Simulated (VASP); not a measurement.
# SiC (R-3m) in VASP: settings compared

Aim: see how the results for SiC move with the level of theory and the settings. Levels: PBE, r2SCAN. Tasks: single point.

All numbers are computed with VASP 6.6.1; they aren't measurements. Logs are shortened: lines on timing, memory, paths and dates and some standing lists are left out, and cuts for length are marked.

**1. The cell of the first run**

It takes space group R-3m (No. 166, trigonal). The conventional cell has a = 2.534 Å, b = 2.534 Å, c = 21.535 Å, α = 90.00°, β = 90.00°, γ = 120.00°. Within 2.1 Å of C (site symmetry 3m) lie 3 C at 1.53 Å and 1 Si at 2.04 Å. Within 2.7 Å of Si (site symmetry 3m) lie 1 C at 2.04 Å and 6 Si at 2.53 Å.

**2. Single point, PBE**

INCAR reads:

```
SYSTEM = SiC
PREC     = Accurate       ! precision mode
ENCUT    = 600            ! plane-wave cutoff, eV
EDIFF    = 1E-6           ! SCF threshold, eV
ISMEAR   = -1             ! smearing method
SIGMA    = 0.02           ! smearing width, eV
LREAL    = .FALSE.        ! projectors in reciprocal space
LASPH    = .TRUE.         ! aspherical terms in the spheres
NELM     = 120            ! most SCF steps
ALGO     = Normal         ! electronic algorithm
ISIF     = 2              ! what is computed and relaxed
LWAVE    = .FALSE.        ! write WAVECAR
LCHARG   = .TRUE.         ! write CHGCAR
GGA      = PE             ! functional
LELF     = .TRUE.         ! ELF
LVHAR    = .TRUE.       
NBANDS   = 16             ! bands
GGA_COMPAT= .FALSE.
```

KPOINTS reads:

```
regular mesh
0
G
  6 6 6
  0 0 0
```

POSCAR reads:

```
SiC
1.0
    1.2669330198      0.7314641200      7.1782541025
   -1.2669330198      0.7314641200      7.1782541025
    0.0000000000     -1.4629282400      7.1782541025
C Si
2 2
Direct
    0.1767202042      0.1767202042      0.1767202042
    0.8232797958      0.8232797958      0.8232797958
    0.7286037302      0.7286037302      0.7286037302
    0.2713962698      0.2713962698      0.2713962698
```

Potentials or basis: VASP PAW PBE potentials, release 64 (C, Si).

Command:

```sh
$ cat potpaw_PBE.64/C/POTCAR potpaw_PBE.64/Si/POTCAR > POTCAR
$ mpirun -np 1 vasp_std > vasp.out
```

OUTCAR:

```text
SYSTEM = SiC
   PREC = Accurate
   ENCUT = 600
   EDIFF = 1E-6
   ISMEAR = -1
   LREAL = .FALSE.
   LASPH = .TRUE.
   NELM = 120
   ISIF = 2
   GGA = PE

 ion  position               nearest neighbor table
   1  0.177  0.177  0.177-   2 1.53   2 1.53   2 1.53   4 2.04
   2  0.823  0.823  0.823-   1 1.53   1 1.53   1 1.53   3 2.04
   3  0.729  0.729  0.729-   2 2.04   4 3.04   4 3.04   4 3.04
   4  0.271  0.271  0.271-   1 2.04   3 3.04   3 3.04   3 3.04

  LATTYP: Found a trigonal (rhomboedric) cell.
 ALAT       =     7.3258099208
 COS(alpha) =     0.9401828091

  Lattice vectors:

 A1 = (   1.2669330198,   0.7314641200,   7.1782541025)
 A2 = (  -1.2669330198,   0.7314641200,   7.1782541025)
 A3 = (   0.0000000000,  -1.4629282400,   7.1782541025)

Analysis of symmetry for initial positions (statically):
=====================================================================
 Subroutine PRICEL returns:
 Original cell was already a primitive cell.

 Routine SETGRP: Setting up the symmetry group for a
 trigonal (rhombohedral) supercell.

 Subroutine GETGRP returns: Found 12 space group operations
 (whereof 12 operations were pure point group operations)
 out of a pool of 12 trial point group operations.

The static configuration has the point symmetry D_3d.

Analysis of symmetry for dynamics (positions and initial velocities):
=====================================================================
 Subroutine PRICEL returns:
 Original cell was already a primitive cell.

 Routine SETGRP: Setting up the symmetry group for a
 trigonal (rhombohedral) supercell.

 Subroutine GETGRP returns: Found 12 space group operations
 (whereof 12 operations were pure point group operations)
 out of a pool of 12 trial point group operations.

The dynamic configuration has the point symmetry D_3d.

 Subroutine INISYM returns: Found 12 space group operations
 (whereof 12 operations are pure point group operations),
 and found     1 'primitive' translations

----------------------------------------------------------------------------------------

                                     Primitive cell

  volume of cell :      39.9132

  direct lattice vectors                    reciprocal lattice vectors
     1.266933020  0.731464120  7.178254103     0.394653855  0.227853509  0.046436547
    -1.266933020  0.731464120  7.178254103    -0.394653855  0.227853509  0.046436547
     0.000000000 -1.462928240  7.178254103     0.000000000 -0.455707019  0.046436547

  length of vectors
     7.325809921  7.325809921  7.325809921     0.458066851  0.458066851  0.458066851

  position of ions in fractional coordinates (direct lattice)
     0.176720204  0.176720204  0.176720204
     0.823279796  0.823279796  0.823279796
     0.728603730  0.728603730  0.728603730
     0.271396270  0.271396270  0.271396270

  ion indices of the primitive-cell ions
   primitive index   ion index
                 1           1
                 2           2
                 3           3
                 4           4

----------------------------------------------------------------------------------------

 KPOINTS: regular mesh

Automatic generation of k-mesh.
 Grid dimensions read from file:
 generate k-points for:    6    6    6

 Generating k-lattice:

  Cartesian coordinates                     Fractional coordinates (reciprocal lattice)
     0.065775642  0.037975585  0.007739424     0.166666667  0.000000000  0.000000000
    -0.065775642  0.037975585  0.007739424     0.000000000  0.166666667  0.000000000
     0.000000000 -0.075951170  0.007739424     0.000000000  0.000000000  0.166666667

  Length of vectors
     0.076344475  0.076344475  0.076344475

  Shift w.r.t. Gamma in fractional coordinates (k-lattice)
     0.000000000  0.000000000  0.000000000

 Subroutine IBZKPT returns following result:
 ===========================================

 Found     32 irreducible k-points:

 Following reciprocal coordinates:
            Coordinates               Weight
  0.000000  0.000000  0.000000      1.000000
  0.166667  0.000000 -0.000000      6.000000
  0.333333  0.000000 -0.000000      6.000000
  0.500000 -0.000000  0.000000      3.000000
  0.166667  0.166667 -0.000000      6.000000
  0.333333  0.166667  0.000000     12.000000
[... 16 lines left out ...]
  0.500000  0.500000  0.166667      6.000000
 -0.333333  0.500000  0.166667     12.000000
 [... further k-points ...]
   k-points           NKPTS =     32   k-points in BZ     NKDIM =     32   number of bands    NBANDS=     16
   number of dos      NEDOS =    301   number of ions     NIONS =      4
   total plane-waves  NPLWV = 216000
   dimension x,y,z NGX =    60 NGY =   60 NGZ =   60
   dimension x,y,z NGXF=   120 NGYF=  120 NGZF=  120
   ions per type =               2   2
   NGX,Y,Z   is equivalent  to a cutoff of  13.62, 13.62, 13.62 a.u.
   NGXF,Y,Z  is equivalent  to a cutoff of  27.23, 27.23, 27.23 a.u.
 SYSTEM =  SiC
   PREC   = accura    normal or accurate (medium, high low for compatibility)
   ISTART =      0    job   : 0-new  1-cont  2-samecut
   ICHARG =      2    charge: 1-file 2-atom 10-const
   ISPIN  =      1    spin polarized calculation?
   LNONCOLLINEAR =      F non collinear calculations
   LSORBIT =      F    spin-orbit coupling
   LASPH  =      T    aspherical Exc in radial PAW
   ENCUT  =  600.0 eV  44.10 Ry    6.64 a.u.  14.63 14.63 14.63*2*pi/ulx,y,z
   NELM   =    120;   NELMIN=  2; NELMDL= -5     # of ELM steps
   EDIFF  = 0.1E-05   stopping-criterion for ELM
   LREAL  =      F    real-space projection
   EDIFFG = 0.1E-04   stopping-criterion for IOM
   NSW    =      0    number of steps for IOM
   IBRION =     -1    ionic relax: 0-MD 1-quasi-New 2-CG
   NFREE  =      0    steps in history (QN), initial steepest desc. (CG)
   ISIF   =      2    stress and relaxation
   ISYM   =      2    0-nonsym 1-usesym 2-fastsym
   POTIM  = 0.5000    time-step for ionic-motion
   TEBEG  =    0.0;   TEEND  =   0.0 temperature during run
   PSTRESS=    0.0 pullay stress
   NELECT =      16.0000    total number of electrons
   NUPDOWN=      -1.0000    fix difference up-down
   EMIN   =  10.00;   EMAX   =-10.00  energy-range for DOS
   EFERMI =   0.00;   METHOD = LEGACY
   ISMEAR =    -1;   SIGMA  =   0.02  broadening in eV -4-tet -1-fermi 0-gaus
   EFERMI_NEDOS =   21; number of points for ismear=-14 and -15
   IALGO  =     38    algorithm
   IMIX   =      4    mixing-type and parameters
     AMIX     =   0.40;   BMIX     =  1.00
     AMIX_MAG =   1.60;   BMIX_MAG =  1.00
  volume/ion in A,a.u.               =       9.98        67.34
  Fermi-wavevector in a.u.,A,eV,Ry     =   1.207098  2.281085 19.824857  1.457086
  Thomas-Fermi vector in A             =   2.342746
   LORBIT       =      0    0 simple, 1 ext, 2 COOP (PROOUT), +10 PAW based schemes
   GGA     = PE    functional components
   LHFCALC =     F    Hartree Fock is set to
   AEXX    =    0.0000 exact exchange contribution
   IVDW    =     0    specifies the selected vdW correction
   LEPSILON=     F    determine dielectric tensor
   LRPA    =     F    only Hartree local field effects (RPA)
 non-spin polarized calculation
  energy-cutoff  :      600.00
  volume of cell :       39.91
 maximum number of plane-waves:      1346
 NGX is ok and might be reduce to    60
   NGX = 29   NGY = 29   NGZ = 29

 number of electron      16.0000000 magnetization

 Free energy of the ion-electron system (eV)
  ---------------------------------------------------
  ext. energy  EPLUGINS =         0.00000000
  ---------------------------------------------------
  free energy    TOTEN  =       -27.49057718 eV

  energy without entropy =      -27.48776600  energy(sigma->0) =      -27.48917159

 E-fermi :  10.0451     XC(G=0): -11.7809

 val. band max:       10.0139047609   @ k =   0.5000   0.1667  -0.0000
 cond. band min:      10.0649496872   @ k =  -0.3333   0.5000   0.1667
 fundamental gap:      0.0510449264
 Fermi energy:        10.0451425592

 k-point     1 :       0.0000    0.0000    0.0000
  band No.  band energies     occupation
      1      -9.4133      2.00000
      2      -3.2577      2.00000
      3      -3.1480      2.00000
      4       3.2147      2.00000
      5       5.1990      2.00000
      6       7.9454      2.00000
[... 8 lines left out ...]
     15      23.2524      0.00000
     16      23.2524      0.00000

 k-point     2 :       0.1667    0.0000   -0.0000
  band No.  band energies     occupation
      1      -8.7463      2.00000
      2      -2.6086      2.00000
      3      -2.1636      2.00000
      4       3.7818      2.00000
      5       5.3717      2.00000
      6       6.0278      2.00000
[... 8 lines left out ...]
     15      21.1767      0.00000
     16      21.3145      0.00000

 k-point     3 :       0.3333    0.0000   -0.0000
  band No.  band energies     occupation
      1      -6.7872      2.00000
      2      -0.4204      2.00000
      3       0.4550      2.00000
      4       0.8518      2.00000
      5       5.3169      2.00000
      6       5.3332      2.00000
[... 8 lines left out ...]
     15      18.9786      0.00000
     16      20.3265      0.00000

 k-point     4 :       0.5000   -0.0000    0.0000
  band No.  band energies     occupation
      1      -4.2579      2.00000
      2      -2.7116      2.00000
      3       2.7878      2.00000
      4       3.7819      2.00000
      5       4.4106      2.00000
      6       4.7369      2.00000
[... 8 lines left out ...]
     15      18.3786      0.00000
     16      19.7027      0.00000

 k-point     5 :       0.1667    0.1667   -0.0000
  band No.  band energies     occupation
      1      -8.7453      2.00000
      2      -2.7845      2.00000
      3      -1.9311      2.00000
      4       3.5004      2.00000
      5       5.3723      2.00000
      6       6.3425      2.00000
[... 8 lines left out ...]
     15      21.1711      0.00000
     16      21.3698      0.00000

 k-point     6 :       0.3333    0.1667    0.0000
  band No.  band energies     occupation
      1      -7.4302      2.00000
      2      -1.3389      2.00000
      3      -0.0953      2.00000
      4       2.7296      2.00000
      5       4.4948      2.00000
      6       4.5534      2.00000
[... 8 lines left out ...]
     15      19.2983      0.00000
     16      21.0921      0.00000
[... 267 lines left out ...]
 k-point    21 :      -0.3333    0.3333    0.1667
  band No.  band energies     occupation
      1      -4.9273      2.00000
      2      -1.0337      2.00000
      3       1.4311      2.00000
      4       2.8512      2.00000
      5       4.0249      2.00000
      6       5.2765      2.00000
[... 8 lines left out ...]
     15      18.8366      0.00000
     16      19.1838      0.00000

 k-point    22 :      -0.1667    0.3333    0.1667
  band No.  band energies     occupation
      1      -4.9313      2.00000
      2      -1.0301      2.00000
      3       1.9075      2.00000
      4       2.7295      2.00000
      5       2.8953      2.00000
      6       5.8598      2.00000
[... 8 lines left out ...]
     15      19.2584      0.00000
     16      20.3127      0.00000

 k-point    23 :       0.5000    0.5000    0.1667
  band No.  band energies     occupation
      1      -6.7813      2.00000
      2      -0.9320      2.00000
      3       0.8192      2.00000
      4       1.7269      2.00000
      5       3.7889      2.00000
      6       5.3330      2.00000
[... 8 lines left out ...]
     15      18.6171      0.00000
     16      21.0621      0.00000

 k-point    24 :      -0.3333    0.5000    0.1667
  band No.  band energies     occupation
      1      -4.9269      2.00000
      2      -1.0317      2.00000
      3       1.3965      2.00000
      4       2.8622      2.00000
      5       4.1327      2.00000
      6       5.2680      2.00000
[... 8 lines left out ...]
     15      18.8940      0.00000
     16      19.5311      0.00000

 [... further k-points ...]
[... 5 lines left out ...]
  --------------------------------------------------------------------------------------
  -------------------------------------------------------------------------------------
  Total        0.7541154      0.7541154      0.8993876     -0.0000000      0.0000000      0.0000000
  in kB       30.2713407     30.2713407     36.1027868     -0.0000000      0.0000000      0.0000000
  external PRESSURE =      32.2151561 kB  Pullay stress =       0.0000000 kB

 VOLUME and BASIS-vectors are now :
 -----------------------------------------------------------------------------
  energy-cutoff  :      600.00
  volume of cell :       39.91
      direct lattice vectors                 reciprocal lattice vectors
     1.266933020  0.731464120  7.178254103     0.394653855  0.227853509  0.046436547
    -1.266933020  0.731464120  7.178254103    -0.394653855  0.227853509  0.046436547
     0.000000000 -1.462928240  7.178254103     0.000000000 -0.455707019  0.046436547

 POSITION                                       TOTAL-FORCE (eV/Angst)
 -----------------------------------------------------------------------------------
      0.00000      0.00000      3.80563         0.000000     -0.000000     -0.278587
      0.00000      0.00000     17.72913         0.000000     -0.000000      0.278587
      0.00000      0.00000     15.69031         0.000000      0.000000     -0.172279
      0.00000      0.00000      5.84445         0.000000     -0.000000      0.172279
 -----------------------------------------------------------------------------------
    total drift:                                0.000000      0.000000      0.000000

  FREE ENERGIE OF THE ION-ELECTRON SYSTEM (eV)
  ---------------------------------------------------
  free  energy   TOTEN  =       -27.4905771794 eV

  energy  without entropy=      -27.4877659978  energy(sigma->0) =      -27.48917159
```

It took 2.9 min on 1 thread of Intel Xeon Platinum 8488C (Sapphire Rapids), shared host; peak memory 0.44 GiB.

What came out:

```
Free energy            : -27.4906 eV
Pressure               : 3.2 GPa
Largest force          : 0.279 eV/Å
Band gap on the k mesh : zero (bands 8 and 9 overlap by 6.82 eV)
```

Forces on the atoms (eV/Å):
```
C    0.000  0.000 -0.279
C    0.000  0.000  0.279
Si   0.000  0.000 -0.172
Si   0.000  0.000  0.172
```

Stress tensor (GPa, compression positive):
```
3.03 0.00 0.00
0.00 3.03 0.00
0.00 0.00 3.61
```

Levels at points of the mesh, in eV from the Fermi level:
```tsv
k point	band 6	band 7	band 8	band 9	band 10	band 11
(0.00, 0.00, 0.00)	-2.10	-2.10	4.67	5.44	6.91	6.91
(0.50, 0.00, 0.00)	-5.31	-5.30	-2.31	0.15	2.76	4.01
(0.50, 0.50, 0.00)	-5.31	-4.30	-2.32	-1.83	4.63	5.46
(0.50, 0.50, 0.50)	-2.10	-0.55	-0.46	6.91	6.91	8.49
```

Caveat: the k points lie up to 0.48 Å⁻¹ apart, too coarse for converged energies and pressures of a metal.

**3. Single point, PBE**

INCAR reads:

```
ALGO = Normal ; EDIFF = 1E-6
ENCUT = 600 ; GGA = PE
GGA_COMPAT = False ; ISIF = 2
ISMEAR = -1 ; LASPH = True
LCHARG = True ; LELF = True
LREAL = False ; LVHAR = True
LWAVE = False ; NBANDS = 16
NELM = 120 ; PREC = Accurate
SIGMA = 0.02
```

KPOINTS reads:

```
k-points
0
Gamma
  8 8 8
```

POSCAR is that of step 2.

Potentials or basis: VASP PAW PBE potentials, release 64 (C, Si).

Command:

```sh
$ cat potpaw_PBE.64/C/POTCAR potpaw_PBE.64/Si/POTCAR > POTCAR
$ mpirun -np 1 vasp_std > vasp.out
```

It took 6.2 min on 1 thread of Intel Xeon Platinum 8488C (Sapphire Rapids), shared host; peak memory 0.45 GiB.

The run converged. Its results:

```yaml
Free_energy: -27.4302 eV
Pressure: 3.3 GPa
Largest_force: 0.279 eV/Å
Band_gap_on_the_k_mesh: zero (bands 8 and 9 overlap by 6.50 eV)
```

Forces in eV/Å, atoms in the order of the input:
```
C    0.000  0.000 -0.258
C    0.000  0.000  0.258
Si   0.000  0.000 -0.279
Si   0.000  0.000  0.279
```

Stress tensor (GPa, compression positive):
```
 5.55  0.00  0.00
 0.00  5.55  0.00
 0.00  0.00 -1.32
```

Levels at points of the mesh, in eV from the Fermi level:
```csv
k point,band 6,band 7,band 8,band 9,band 10,band 11
"(0.00, 0.00, 0.00)",-2.16,-2.16,4.62,5.40,6.85,6.85
"(0.50, 0.00, 0.00)",-5.37,-5.35,-2.36,0.11,2.71,3.96
"(0.50, 0.50, 0.00)",-5.37,-4.35,-2.37,-1.88,4.58,5.41
"(0.50, 0.50, 0.50)",-2.16,-0.60,-0.51,6.85,6.85,8.44
```

Caveat: the cell stands under pressure.

[end of part 1 of 2]
